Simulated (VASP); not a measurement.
# CuAu (P4/mmm) in VASP: a series of runs

CuAu is run at these levels: PBE; tasks: relaxation of cell and atoms, single point.

Program: VASP 6.6.1. These are calculated values, not measurements. Logs are shortened: lines on timing, memory, paths and dates and some standing lists are left out, and cuts for length are marked.

## (1) The cell of the first run

It takes space group P4/mmm (No. 123, tetragonal). Conventional cell: a = 3.039 Å, b = 3.039 Å, c = 3.236 Å, α = 90.00°, β = 90.00°, γ = 90.00°. Cu (site symmetry 4/mmm) has 8 Au at 2.69 Å and 6 Cu at 3.04 to 3.24 Å within 3.5 Å. Au (site symmetry 4/mmm) has 8 Cu at 2.69 Å and 6 Au at 3.04 to 3.24 Å within 3.5 Å.

## (2) Relaxation of cell and atoms, PBE

INCAR reads:

```
PREC = Accurate ; ENCUT = 600
EDIFF = 1E-6 ; ISMEAR = 0
SIGMA = 0.1 ; LREAL = False
LASPH = True ; NELM = 100
ALGO = Normal ; ISIF = 3
LWAVE = False ; LCHARG = False
GGA = PE ; IBRION = 2
NSW = 70 ; EDIFFG = -0.02
```

KPOINTS reads:

```
regular mesh
0
Gamma
  18 18 18
```

POSCAR reads:

```
CuAu
1.0
    3.0391442910      0.0000000000      0.0000000000
    0.0000000000      3.0391442910      0.0000000000
    0.0000000000      0.0000000000      3.2360194074
Cu Au
1 1
Direct
    0.5000000000      0.5000000000      0.5000000000
    0.0000000000      0.0000000000      0.0000000000
```

Potentials or basis: VASP PAW PBE potentials, release 64 (Cu, Au).

Started as:

```console
cat potpaw_PBE.64/Cu/POTCAR potpaw_PBE.64/Au/POTCAR > POTCAR
mpirun -np 1 vasp_std > vasp.out
```

OUTCAR:

```text
PREC = Accurate
   ENCUT = 600
   EDIFF = 1E-6
   ISMEAR = 0
   LREAL = False
   LASPH = True
   NELM = 100
   ISIF = 3
   GGA = PE
   IBRION = 2
   NSW = 70
   EDIFFG = -0.02

 ion  position               nearest neighbor table
   1  0.500  0.500  0.500-   2 2.69   2 2.69   2 2.69   2 2.69   2 2.69   2 2.69   2 2.69   2 2.69

   2  0.000  0.000  0.000-   1 2.69   1 2.69   1 2.69   1 2.69   1 2.69   1 2.69   1 2.69   1 2.69

  LATTYP: Found a simple tetragonal cell.
 ALAT       =     3.0391442910
 C/A-ratio  =     1.0647797859

  Lattice vectors:

 A1 = (   3.0391442910,   0.0000000000,   0.0000000000)
 A2 = (   0.0000000000,   3.0391442910,   0.0000000000)
 A3 = (   0.0000000000,   0.0000000000,   3.2360194074)

Analysis of symmetry for initial positions (statically):
=====================================================================
 Subroutine PRICEL returns:
 Original cell was already a primitive cell.

 Routine SETGRP: Setting up the symmetry group for a
 simple tetragonal supercell.

 Subroutine GETGRP returns: Found 16 space group operations
 (whereof 16 operations were pure point group operations)
 out of a pool of 16 trial point group operations.

The static configuration has the point symmetry D_4h.

Analysis of symmetry for dynamics (positions and initial velocities):
=====================================================================
 Subroutine PRICEL returns:
 Original cell was already a primitive cell.

 Routine SETGRP: Setting up the symmetry group for a
 simple tetragonal supercell.

 Subroutine GETGRP returns: Found 16 space group operations
 (whereof 16 operations were pure point group operations)
 out of a pool of 16 trial point group operations.

The dynamic configuration has the point symmetry D_4h.

 Subroutine INISYM returns: Found 16 space group operations
 (whereof 16 operations are pure point group operations),
 and found     1 'primitive' translations

----------------------------------------------------------------------------------------

                                     Primitive cell

  volume of cell :      29.8892

  direct lattice vectors                    reciprocal lattice vectors
     3.039144291  0.000000000  0.000000000     0.329039988  0.000000000  0.000000000
     0.000000000  3.039144291  0.000000000     0.000000000  0.329039988  0.000000000
     0.000000000  0.000000000  3.236019407     0.000000000  0.000000000  0.309021632

  length of vectors
     3.039144291  3.039144291  3.236019407     0.329039988  0.329039988  0.309021632

  position of ions in fractional coordinates (direct lattice)
     0.500000000  0.500000000  0.500000000
     0.000000000  0.000000000  0.000000000

  ion indices of the primitive-cell ions
   primitive index   ion index
                 1           1
                 2           2

----------------------------------------------------------------------------------------

 KPOINTS: regular mesh

Automatic generation of k-mesh.
 Grid dimensions read from file:
 generate k-points for:   18   18   18

 Generating k-lattice:

  Cartesian coordinates                     Fractional coordinates (reciprocal lattice)
     0.018279999  0.000000000  0.000000000     0.055555556  0.000000000  0.000000000
     0.000000000  0.018279999  0.000000000     0.000000000  0.055555556  0.000000000
     0.000000000  0.000000000  0.017167868     0.000000000  0.000000000  0.055555556

  Length of vectors
     0.018279999  0.018279999  0.017167868

  Shift w.r.t. Gamma in fractional coordinates (k-lattice)
     0.000000000  0.000000000  0.000000000

 Subroutine IBZKPT returns following result:
 ===========================================

 Found    550 irreducible k-points:

 Following reciprocal coordinates:
            Coordinates               Weight
  0.000000  0.000000  0.000000      1.000000
  0.055556  0.000000  0.000000      4.000000
  0.111111  0.000000  0.000000      4.000000
  0.166667  0.000000  0.000000      4.000000
  0.222222  0.000000  0.000000      4.000000
  0.277778  0.000000  0.000000      4.000000
[... 16 lines left out ...]
  0.277778  0.111111  0.000000      8.000000
  0.333333  0.111111  0.000000      8.000000
 [... further k-points ...]
   k-points           NKPTS =    550   k-points in BZ     NKDIM =    550   number of bands    NBANDS=     15
   number of dos      NEDOS =    301   number of ions     NIONS =      2
   total plane-waves  NPLWV =  16128
   dimension x,y,z NGX =    24 NGY =   24 NGZ =   28
   dimension x,y,z NGXF=    48 NGYF=   48 NGZF=   56
   ions per type =               1   1
   NGX,Y,Z   is equivalent  to a cutoff of  13.13, 13.13, 14.38 a.u.
   NGXF,Y,Z  is equivalent  to a cutoff of  26.26, 26.26, 28.77 a.u.
 SYSTEM =  unknown system
   PREC   = accura    normal or accurate (medium, high low for compatibility)
   ISTART =      0    job   : 0-new  1-cont  2-samecut
   ICHARG =      2    charge: 1-file 2-atom 10-const
   ISPIN  =      1    spin polarized calculation?
   LNONCOLLINEAR =      F non collinear calculations
   LSORBIT =      F    spin-orbit coupling
   LASPH  =      T    aspherical Exc in radial PAW
   ENCUT  =  600.0 eV  44.10 Ry    6.64 a.u.   6.07  6.07  6.46*2*pi/ulx,y,z
   NELM   =    100;   NELMIN=  2; NELMDL= -5     # of ELM steps
   EDIFF  = 0.1E-05   stopping-criterion for ELM
   LREAL  =      F    real-space projection
   EDIFFG = -.2E-01   stopping-criterion for IOM
   NSW    =     70    number of steps for IOM
   IBRION =      2    ionic relax: 0-MD 1-quasi-New 2-CG
   NFREE  =      1    steps in history (QN), initial steepest desc. (CG)
   ISIF   =      3    stress and relaxation
   ISYM   =      2    0-nonsym 1-usesym 2-fastsym
   POTIM  = 0.5000    time-step for ionic-motion
   TEBEG  =    0.0;   TEEND  =   0.0 temperature during run
   PSTRESS=    0.0 pullay stress
   NELECT =      22.0000    total number of electrons
   NUPDOWN=      -1.0000    fix difference up-down
   EMIN   =  10.00;   EMAX   =-10.00  energy-range for DOS
[... 5 lines left out ...]
     AMIX     =   0.40;   BMIX     =  1.00
     AMIX_MAG =   1.60;   BMIX_MAG =  1.00
  volume/ion in A,a.u.               =      14.94       100.85
  Fermi-wavevector in a.u.,A,eV,Ry     =   1.478125  2.793251 29.726734  2.184853
  Thomas-Fermi vector in A             =   2.592444
   LORBIT       =      0    0 simple, 1 ext, 2 COOP (PROOUT), +10 PAW based schemes
   GGA     = PE    functional components
   LHFCALC =     F    Hartree Fock is set to
   AEXX    =    0.0000 exact exchange contribution
   IVDW    =     0    specifies the selected vdW correction
   LEPSILON=     F    determine dielectric tensor
   LRPA    =     F    only Hartree local field effects (RPA)
 conjugate gradient relaxation of ions
 non-spin polarized calculation
 Gauss-broadening in eV      SIGMA  =   0.10
  energy-cutoff  :      600.00
  volume of cell :       29.89
 maximum number of plane-waves:      1032
   NGX = 13   NGY = 13   NGZ = 13

--------------------------------------- Ionic step        1  -------------------------------------------

 number of electron      21.9999999 magnetization

 Free energy of the ion-electron system (eV)
  ---------------------------------------------------
  ext. energy  EPLUGINS =         0.00000000
  ---------------------------------------------------
  free energy    TOTEN  =        -7.05321682 eV

  energy without entropy =       -7.04962277  energy(sigma->0) =       -7.05141980

------------------------ aborting loop because EDIFF is reached ----------------------------------------

  FORCE on cell =-STRESS in cart. coord.  units (eV):
  Direction    XX          YY          ZZ          XY          YZ          ZX
  --------------------------------------------------------------------------------------
  -------------------------------------------------------------------------------------
  Total        0.0611721      0.0611721      0.1492400      0.0000000      0.0000000     -0.0000000
  in kB        3.2790639      3.2790639      7.9998567      0.0000000      0.0000000     -0.0000000
  external PRESSURE =       4.8526615 kB  Pullay stress =       0.0000000 kB
[... 89 lines left out ...]
  FREE ENERGIE OF THE ION-ELECTRON SYSTEM (eV)
  ---------------------------------------------------
  free  energy   TOTEN  =        -7.0534445379 eV

  energy  without entropy=       -7.0498483894  energy(sigma->0) =       -7.05164646

[... ionic steps 4 to 12 ...]

--------------------------------------- Ionic step       13  -------------------------------------------

 number of electron      21.9999993 magnetization

------------------------ aborting loop because EDIFF is reached ----------------------------------------

  FORCE on cell =-STRESS in cart. coord.  units (eV):
  Direction    XX          YY          ZZ          XY          YZ          ZX
  --------------------------------------------------------------------------------------
  -------------------------------------------------------------------------------------
  Total        0.0459868      0.0459868      0.0349628      0.0000000      0.0000000     -0.0000000
  in kB        2.4606017      2.4606017      1.8707449      0.0000000      0.0000000     -0.0000000
  external PRESSURE =       2.2639828 kB  Pullay stress =       0.0000000 kB
[... 57 lines left out ...]
  energy  without entropy=       -7.0588538420  energy(sigma->0) =       -7.06015594

--------------------------------------- Ionic step       15  -------------------------------------------

 number of electron      21.9999995 magnetization

 Free energy of the ion-electron system (eV)
  ---------------------------------------------------
  ext. energy  EPLUGINS =         0.00000000
  ---------------------------------------------------
  free energy    TOTEN  =        -7.06703519 eV

  energy without entropy =       -7.06463254  energy(sigma->0) =       -7.06583387

 E-fermi :   8.3133     XC(G=0): -12.4908

 val. band max:        8.2977292548   @ k =   0.5000   0.2222   0.1111
 cond. band min:       8.3186696550   @ k =   0.5000   0.2778   0.1111
 fundamental gap:      0.0209404002
 Fermi energy:         8.3132846410

 k-point     1 :       0.0000    0.0000    0.0000
  band No.  band energies     occupation
      1      -1.1856      2.00000
      2       1.9918      2.00000
      3       2.1231      2.00000
      4       4.3203      2.00000
      5       4.3203      2.00000
      6       5.2564      2.00000
      7       5.6227      2.00000
      8       6.2490      2.00000
      9       6.6330      2.00000
     10       6.8397      2.00000
     11       6.8397      2.00000
     12      10.8585      0.00000
     13      16.5880      0.00000
     14      17.8409      0.00000
     15      17.8409      0.00000
[... 397 lines left out ...]
 k-point    24 :       0.3333    0.1111    0.0000
  band No.  band energies     occupation
      1       1.1252      2.00000
      2       2.8502      2.00000
      3       3.3223      2.00000
      4       3.3696      2.00000
      5       4.4079      2.00000
      6       4.5074      2.00000
      7       5.7385      2.00000
      8       5.7739      2.00000
      9       6.0718      2.00000
     10       6.4914      2.00000
     11       6.5593      2.00000
     12      10.7489      0.00000
     13      15.4869      0.00000
     14      17.1876      0.00000
     15      19.1568      0.00000

 [... further k-points ...]

------------------------ aborting loop because EDIFF is reached ----------------------------------------

  FORCE on cell =-STRESS in cart. coord.  units (eV):
  Direction    XX          YY          ZZ          XY          YZ          ZX
  --------------------------------------------------------------------------------------
  -------------------------------------------------------------------------------------
  Total        0.0314446      0.0314446      0.0122164      0.0000000      0.0000000      0.0000000
  in kB        1.6800964      1.6800964      0.6527281      0.0000000      0.0000000      0.0000000
  external PRESSURE =       1.3376403 kB  Pullay stress =       0.0000000 kB
[... 17 lines left out ...]
  FREE ENERGIE OF THE ION-ELECTRON SYSTEM (eV)
  ---------------------------------------------------
  free  energy   TOTEN  =        -7.0670351945 eV

  energy  without entropy=       -7.0646325407  energy(sigma->0) =       -7.06583387

 reached required accuracy - stopping structural energy minimisation
```

It took 47 min on 1 thread of AMD EPYC 7R43 (Zen 3), shared host; peak memory 0.42 GiB.

Results:

```
Free energy                            : -7.0670 eV
Relaxed volume                         : 14.99 Å³/atom
Relaxed cell                           : a = 2.867 Å, b = 2.867 Å, c = 3.649 Å, α = 90.00°, β = 90.00°, γ = 90.00°
Space group after relaxing (to 0.05 Å) : P4/mmm (No. 123)
Energy gained by relaxing              : 6.9 meV/atom
Ionic steps                            : 15
Pressure after relaxing                : 0.1 GPa
Band gap on the k mesh                 : zero (band 11 reaches 13.41 eV, above the bottom of band 12 at 6.34 eV)
```

The path:
```tsv
step	energy change (eV)	largest force (eV/Å)	pressure (GPa)	volume (Å³)
1	0.0000	0.0000	0.49	29.89
2	-0.0002	0.0000	-0.34	30.09
3	-0.0002	0.0000	-0.13	30.01
4	-0.0004	0.0000	-0.09	30.02
5	-0.0009	0.0000	-0.09	30.03
6	-0.0022	0.0000	-0.17	30.04
7	-0.0053	0.0000	-0.21	30.06
8	-0.0102	0.0000	-0.11	30.04
9	-0.0046	0.0000	1.42	29.77
10	-0.0128	0.0000	0.11	29.99
11	-0.0129	0.0000	0.59	29.90
12	-0.0138	0.0000	0.31	29.95
13	-0.0138	0.0000	0.23	29.94
14	-0.0082	0.0000	-2.45	30.60
15	-0.0138	0.0000	0.13	29.99
```

Final structure:
```
Cu Au
1.0
     2.86669    0.00000    0.00000
     0.00000    2.86669    0.00000
     0.00000    0.00000    3.64888
Cu Au
1 1
Direct
  0.50000 0.50000 0.50000
  0.00000 0.00000 0.00000
```

Levels at points of the mesh, in eV from the Fermi level:
| k point | band 9 | band 10 | band 11 | band 12 | band 13 | band 14 |
| --- | --- | --- | --- | --- | --- | --- |
| (0.00, 0.00, 0.00) | -1.68 | -1.47 | -1.47 | 2.55 | 8.27 | 9.53 |
| (0.50, 0.00, 0.00) | -2.37 | -2.17 | -0.94 | -0.37 | 9.64 | 9.64 |
| (0.50, 0.50, 0.00) | -1.35 | -1.35 | 0.56 | 0.56 | 4.65 | 6.43 |
| (0.00, 0.00, 0.50) | -2.30 | -2.30 | -2.22 | -1.98 | 14.01 | 14.17 |
| (0.50, 0.00, 0.50) | -1.56 | -1.52 | -0.92 | -0.92 | 2.48 | 4.28 |
| (0.50, 0.50, 0.50) | -1.78 | -1.66 | 5.10 | 5.41 | 5.41 | 5.67 |

Caveat: spin-orbit coupling is left out, which moves the levels of the heavy elements.

## (3) Single point, PBE

INCAR reads:

```
PREC = Accurate
ENCUT = 520
EDIFF = 1E-7
ISMEAR = 0
SIGMA = 0.1
LREAL = False
LASPH = True
NELM = 100
ALGO = Normal
ISIF = 2
LWAVE = False
LCHARG = False
GGA = PE
NBANDS = 18
```

KPOINTS reads:

```
Automatic mesh
0
Gamma
  6 6 6
```

POSCAR is that of step 2.

Potentials or basis: VASP PAW PBE potentials, release 64 (Cu, Au).

Started as:

```console
cat potpaw_PBE.64/Cu/POTCAR potpaw_PBE.64/Au/POTCAR > POTCAR
mpirun -np 1 vasp_std > vasp.out
```

Wall time 33 s (1 thread of AMD EPYC 7R43 (Zen 3), shared host); peak memory 0.11 GiB.

Results (log left out):

- Free energy: -7.0728 eV
- Pressure: 0.1 GPa
- Band gap on the k mesh: zero (band 11 reaches 12.92 eV, above the bottom of band 12 at 6.57 eV)

Stress tensor (GPa, compression positive):
```
 0.24  0.00  0.00
 0.00  0.24  0.00
 0.00  0.00 -0.17
```

Levels at points of the mesh, in eV from the Fermi level:
```csv
k point,band 7,band 8,band 9,band 10,band 11,band 12,band 13,band 14,band 15,band 16
"(0.00, 0.00, 0.00)",-2.28,-2.04,-1.58,-1.50,-1.50,5.61,7.54,7.54,11.41,14.34
"(0.50, 0.00, 0.00)",-2.90,-2.65,-2.51,-2.22,-1.36,-1.19,12.08,12.08,13.19,13.94
"(0.50, 0.50, 0.00)",-1.96,-1.87,-1.29,-1.29,-0.27,-0.27,3.24,5.47,12.27,13.45
"(0.00, 0.00, 0.50)",-2.98,-2.48,-2.48,-2.17,-2.06,-1.71,12.97,13.35,13.35,14.14
"(0.50, 0.00, 0.50)",-2.22,-1.91,-1.35,-1.34,-0.68,-0.65,2.62,4.89,13.75,14.52
"(0.50, 0.50, 0.50)",-2.58,-2.25,-1.95,-1.86,4.64,4.85,5.60,5.60,5.93,7.68
```

Caveat: spin-orbit coupling is left out, which moves the levels of the heavy elements.
